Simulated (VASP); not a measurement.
A run of VASP 6.6.1 is set up as follows.

File INCAR:

```
ALGO = Normal
EDIFF = 1E-6
ENCUT = 600
GGA = PE
GGA_COMPAT = F
ISIF = 2
ISMEAR = 0
ISPIN = 2
LASPH = T
LCHARG = F
LDAU = T
LDAUJ = 0
LDAUL = 3
LDAUPRINT = 1
LDAUTYPE = 2
LDAUU = 6
LMAXMIX = 6
LORBIT = 11
LREAL = F
LWAVE = F
MAGMOM = 7.75 -7.75
NBANDS = 28
NELM = 200
PREC = Accurate
SIGMA = 0.1
```

The input KPOINTS:

```
k-points
0
Gamma
  14 14 14
```

Contents of POSCAR:

```
Eu
1.0
    4.5647604279      0.0000000000      0.0000000000
    0.0000000000      4.5647604279      0.0000000000
    0.0000000000      0.0000000000      4.5647604279
Eu
2
Direct
    0.0000000000      0.0000000000      0.0000000000
    0.5000000000      0.5000000000      0.5000000000
```

Potentials or basis: VASP PAW PBE potentials, release 64 (Eu).

Command:

```bash
$ cat potpaw_PBE.64/Eu/POTCAR > POTCAR
$ mpirun -np 1 vasp_std > vasp.out
```

What does it give for the site moments?

Eu +6.77, -6.77 μB.

What does it give for the pressure?

0.3 GPa.

Estimate the band gap on the k mesh.

zero (filled and empty bands overlap).

Eigenvalues of the final occupation matrices:
```tsv
site	spin	trace	eigenvalues
site 1 f	1	6.84	0.98 0.98 0.98 0.98 0.98 0.98 0.98
site 1 f	2	0.00	0.00 0.00 0.00 0.00 0.00 0.00 0.00
site 2 f	1	0.00	0.00 0.00 0.00 0.00 0.00 0.00 0.00
site 2 f	2	6.84	0.98 0.98 0.98 0.98 0.98 0.98 0.98
```

Caveat: the antiferromagnetic order is the one typed at the start, and another may lie lower; spin-orbit coupling is left out, which moves the levels of the heavy elements. The state reached can hang on the start; a lower one may exist.
